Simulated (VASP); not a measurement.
Ag2O:

```xyz
6
Lattice="4.8120 0.0000 0.0000 0.0000 4.8120 0.0000 0.0000 0.0000 4.8120" Properties=species:S:1:pos:R:3 pbc="T T T"
Ag    1.2030    1.2030    1.2030
Ag    1.2030    3.6090    3.6090
Ag    3.6090    3.6090    1.2030
Ag    3.6090    1.2030    3.6090
O     0.0000    0.0000    0.0000
O     2.4060    2.4060    2.4060
```

```yaml
Program: VASP 6.6.1
Task: relaxation of cell and atoms
Functional: PBEsol
Potentials_or_basis: VASP PAW PBE potentials, release 64 (Ag, O)
Cutoff: 600 eV
k_mesh: 8 × 8 × 8
Occupations: gaussian, width 0.1 eV
Spin: no spin polarisation
```

At the start: pressure -5.1 GPa; volume 18.57 Å³/atom.

Q: How do energy, volume and symmetry change on relaxing?

A: Over 3 steps the energy falls by 21.2 meV/atom and the volume is 17.33 Å³/atom (-6.7 %); space group Pn-3m (No. 224, to 0.1 Å) before and after.

Step by step:
```csv
step,energy change (eV),largest force (eV/Å),pressure (GPa),volume (Å³)
1,0.0000,0.0000,-5.09,111.42
2,-0.1182,0.0000,1.61,102.18
3,-0.1270,0.0000,0.01,103.97
```

Final structure:
```
Ag O
1.0
     4.70221    0.00000    0.00000
     0.00000    4.70221    0.00000
     0.00000    0.00000    4.70221
Ag O
4 2
Direct
  0.25000 0.25000 0.25000
  0.25000 0.75000 0.75000
  0.75000 0.75000 0.25000
  0.75000 0.25000 0.75000
  0.00000 0.00000 0.00000
  0.50000 0.50000 0.50000
```

Caveat: the PAW data sets were made with another functional, which shifts forces and pressure a little.
